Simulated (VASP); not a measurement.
# Ta2N (P-3m1) in VASP: a series of runs, part 2 of 2

VASP 6.6.1.

## (4) Single point, r2SCAN

This run uses another cell than the first one, of 13.35 Å³/atom.

The input, POSCAR:

```
Ta2N
1.0
    3.0708767897      0.0000000000      0.0000000000
   -1.5354383949      2.6594573118      0.0000000000
    0.0000000000      0.0000000000      4.9036442980
Ta N
2 1
Direct
    0.3333333333      0.6666666667      0.2572897617
    0.6666666667      0.3333333333      0.7427102383
    0.0000000000      0.0000000000      0.0000000000
```

The input, INCAR.step1:

```
  ALGO = Normal
  EDIFF = 1E-5
  ENCUT = 770
  GGA = PE
  GGA_COMPAT = False
  ISMEAR = -1
  LASPH = True
  LCHARG = False
  LREAL = False
  LWAVE = True
  NBANDS = 22
  NELM = 120
  PREC = Accurate
  SIGMA = 0.05
```

The input, INCAR.step2:

```
  ALGO = Normal
  EDIFF = 1E-6
  ENCUT = 770
  GGA_COMPAT = False
  ISIF = 2
  ISMEAR = -1
  ISTART = 1
  LASPH = True
  LCHARG = False
  LMIXTAU = True
  LREAL = False
  LWAVE = False
  METAGGA = R2SCAN
  NBANDS = 22
  NELM = 120
  PREC = Accurate
  SIGMA = 0.05
```

The input, KPOINTS:

```
k-points
0
Gamma
  10 10 6
```

Potentials or basis: VASP PAW PBE potentials, release 64 (Ta_sv_GW, N).

Command:

```console
$ cat potpaw_PBE.64/Ta_sv_GW/POTCAR potpaw_PBE.64/N/POTCAR > POTCAR
$ cp INCAR.step1 INCAR
$ mpirun -np 1 vasp_std > vasp.out
$ cp INCAR.step2 INCAR
$ mpirun -np 1 vasp_std > vasp.out
```

OUTCAR:

```text
EDIFF = 1E-6
   ENCUT = 770
   ISIF = 2
   ISMEAR = -1
   ISTART = 1
   LASPH = True
   LREAL = False
   METAGGA = R2SCAN
   NELM = 120
   PREC = Accurate

 ion  position               nearest neighbor table
   1  0.333  0.667  0.257-   3 2.18   3 2.18   3 2.18   2 2.97   2 2.97   2 2.97   2 3.08   2 3.08
                             2 3.08
   2  0.667  0.333  0.743-   3 2.18   3 2.18   3 2.18   1 2.97   1 2.97   1 2.97   1 3.08   1 3.08
                             1 3.08
   3  0.000  0.000  0.000-   1 2.18   2 2.18   2 2.18   1 2.18   2 2.18   1 2.18

  LATTYP: Found a hexagonal cell.
 ALAT       =     3.0708767897
 C/A-ratio  =     1.5968222217

  Lattice vectors:

 A1 = (   3.0708767897,   0.0000000000,   0.0000000000)
 A2 = (  -1.5354383949,   2.6594573118,   0.0000000000)
 A3 = (   0.0000000000,   0.0000000000,   4.9036442980)

Analysis of symmetry for initial positions (statically):
=====================================================================
 Subroutine PRICEL returns:
 Original cell was already a primitive cell.

 Routine SETGRP: Setting up the symmetry group for a
 hexagonal supercell.
[... 165 lines left out ...]

  energy without entropy =     -114.09005481  energy(sigma->0) =     -114.09519676

 E-fermi :  12.2018     XC(G=0): -14.3587

 val. band max:       12.1929641946   @ k =   0.1000  -0.0000   0.0000
 cond. band min:      12.2162528329   @ k =   0.1000  -0.0000   0.0000
 fundamental gap:      0.0232886383
 Fermi energy:        12.2018271242

 k-point     1 :       0.0000    0.0000    0.0000
  band No.  band energies     occupation
      1     -58.5633      2.00000
      2     -58.4796      2.00000
      3     -24.8825      2.00000
      4     -24.0511      2.00000
      5     -24.0511      2.00000
      6     -23.9280      2.00000
[... 589 lines left out ...]
     21      16.9646      0.00000
     22      17.8346      0.00000

 [... further k-points ...]

------------------------ aborting loop because EDIFF is reached ----------------------------------------

  FORCE on cell =-STRESS in cart. coord.  units (eV):
  Direction    XX          YY          ZZ          XY          YZ          ZX
  --------------------------------------------------------------------------------------
  -------------------------------------------------------------------------------------
  Total       -0.0551873     -0.0551873     -0.0640543      0.0000000      0.0000000      0.0000000
  in kB       -2.2078803     -2.2078803     -2.5626234      0.0000000      0.0000000      0.0000000
  external PRESSURE =      -2.3261280 kB  Pullay stress =       0.0000000 kB

 VOLUME and BASIS-vectors are now :
 -----------------------------------------------------------------------------
  energy-cutoff  :      770.00
  volume of cell :       40.05
      direct lattice vectors                 reciprocal lattice vectors
     3.070876790  0.000000000  0.000000000     0.325639897  0.188008282  0.000000000
    -1.535438395  2.659457312  0.000000000     0.000000000  0.376016564  0.000000000
     0.000000000  0.000000000  4.903644298     0.000000000  0.000000000  0.203929963

 POSITION                                       TOTAL-FORCE (eV/Angst)
 -----------------------------------------------------------------------------------
     -0.00000      1.77297      1.26166        -0.000000      0.000000      0.048216
      1.53544      0.88649      3.64199         0.000000     -0.000000     -0.048216
      0.00000      0.00000      0.00000         0.000000      0.000000      0.000000
 -----------------------------------------------------------------------------------
    total drift:                                0.000000     -0.000000      0.000000

  FREE ENERGIE OF THE ION-ELECTRON SYSTEM (eV)
  ---------------------------------------------------
  free  energy   TOTEN  =      -114.1003387204 eV

  energy  without entropy=     -114.0900548072  energy(sigma->0) =     -114.09519676
```

Run time: 8 min. Hardware: 1 thread of Intel Xeon Platinum 8259CL at 2.50GHz (Skylake/Cascade Lake), shared host; peak memory 0.28 GiB.

What came out:

- Free energy: -114.1003 eV
- Pressure: -0.2 GPa
- Largest force: 0.048 eV/Å
- Band gap on the k mesh: zero (an odd number of electrons rules out a gap without spin polarisation)

Forces on the atoms (eV/Å):
```
Ta   0.000  0.000  0.048
Ta   0.000  0.000 -0.048
N    0.000  0.000  0.000
```

Caveat: the PAW data sets were made with another functional, which shifts forces and pressure a little; spin-orbit coupling is left out, which moves the levels of the heavy elements.

## (5) Single point, PBEsol+U

This run uses another cell than the first one, of 12.80 Å³/atom.

The input, INCAR:

```
SYSTEM = Ta2N
PREC = Accurate
ENCUT = 700
EDIFF = 1E-6
ISMEAR = 0
SIGMA = 0.1
LREAL = .False.
LASPH = .True.
NELM = 200
ALGO = Normal
ISIF = 2
LWAVE = .False.
LCHARG = .False.
LMAXMIX = 4
LDAU = .True.
LDAUTYPE = 2
LDAUL = 2 -1
LDAUU = 2 0
LDAUJ = 0 0
LDAUPRINT = 1
GGA = PS
NBANDS = 22
GGA_COMPAT = .False.
```

The input, KPOINTS:

```
Automatic mesh
0
Gamma
  10 10 6
  0 0 0
```

The input, POSCAR:

```
Ta2N
1.0
    3.0493158896      0.0000000000      0.0000000000
   -1.5246579448      2.6407850245      0.0000000000
    0.0000000000      0.0000000000      4.7704285953
Ta N
2 1
Direct
    0.3333333333      0.6666666667      0.2547110000
    0.6666666667      0.3333333333      0.7452890000
    0.0000000000      0.0000000000      0.0000000000
```

Command:

```console
$ cat potpaw_PBE.64/Ta_sv_GW/POTCAR potpaw_PBE.64/N/POTCAR > POTCAR
$ mpirun -np 1 vasp_std > vasp.out
```

Run time: 44 s. Hardware: 1 thread of Intel Xeon Platinum 8559C (Emerald Rapids), shared host; peak memory 0.24 GiB.

It converged, with:

| Item | Value |
| --- | --- |
| Free energy | -37.8560 eV |
| Pressure | 16.2 GPa |
| Largest force | 0.403 eV/Å |
| Band gap on the k mesh | zero (an odd number of electrons rules out a gap without spin polarisation) |

Forces in eV/Å, atoms in the order of the input:
```
Ta   0.000  0.000  0.403
Ta   0.000  0.000 -0.403
N    0.000  0.000  0.000
```

Stress tensor (GPa, compression positive):
```
15.07  0.00  0.00
 0.00 15.07  0.00
 0.00  0.00 18.36
```

Levels at points of the mesh, in eV from the Fermi level:
| k point | band 14 | band 15 | band 16 | band 17 | band 18 | band 19 |
| --- | --- | --- | --- | --- | --- | --- |
| (0.00, 0.00, 0.00) | -0.74 | -0.22 | -0.22 | 0.21 | 0.34 | 0.34 |
| (0.50, 0.00, 0.00) | -2.81 | -1.47 | 1.94 | 2.05 | 4.04 | 4.42 |
| (0.00, 0.00, 0.50) | -2.85 | -1.18 | -1.18 | 1.86 | 2.00 | 2.53 |
| (0.50, 0.00, 0.50) | -2.32 | -2.25 | -0.34 | 0.82 | 3.68 | 3.81 |

Eigenvalues of the final occupation matrices:
```csv
site,spin,trace,eigenvalues
site 1 d,1,1.18,0.22 0.22 0.24 0.24 0.25
site 1 d,2,1.18,0.22 0.22 0.24 0.24 0.25
site 2 d,1,1.18,0.22 0.22 0.24 0.24 0.25
site 2 d,2,1.18,0.22 0.22 0.24 0.24 0.25
```

Caveat: the cell stands under pressure; the PAW data sets were made with another functional, which shifts forces and pressure a little; spin-orbit coupling is left out, which moves the levels of the heavy elements; U without spin polarisation on a metal has little footing.

## (6) Summary

| level | U | cell | cutoff (eV) | smearing | gap on the mesh (eV) | pressure (GPa) | largest force (eV/Å) |
| --- | --- | --- | --- | --- | --- | --- | --- |
| revPBE+U | Ta d U = 4.0 eV | a = 3.113, b = 3.113, c = 4.870 Å, angles 90.0, 90.0, 120.0°, 3 atoms, atomic positions A | 700 | fermi-dirac 0.1 eV | none | 13.1 | 0.59 |
| PBEsol+U | Ta d U = 2.0 eV | a = 3.133, b = 3.133, c = 4.902 Å, angles 90.0, 90.0, 120.0°, 3 atoms, atomic positions A | 700 | gaussian 0.1 eV | none | -8.9 | 0.11 |
| r2SCAN | - | a = 3.071, b = 3.071, c = 4.904 Å, angles 90.0, 90.0, 120.0°, 3 atoms, atomic positions B | 770 | fermi-dirac 0.05 eV | none | -0.2 | 0.05 |
| PBEsol+U | Ta d U = 2.0 eV | a = 3.049, b = 3.049, c = 4.770 Å, angles 90.0, 90.0, 120.0°, 3 atoms, atomic positions A | 700 | gaussian 0.1 eV | none | 16.2 | 0.40 |

Alike in all rows: task single point; potentials or basis VASP PAW PBE potentials, release 64 (Ta_sv_GW, N); no spin polarisation; k mesh 10 × 10 × 6.

Caveats: the PAW data sets were made with another functional, which shifts forces and pressure a little; spin-orbit coupling is left out, which moves the levels of the heavy elements; U without spin polarisation on a metal has little footing (at least some runs); the cell stands under pressure (at least some runs); the cell stands under tension (at least some runs).

Absolute energies hang on the potentials; compare differences alone.

The gap in the log of VASP goes by the Fermi energy; the results here count the filled bands.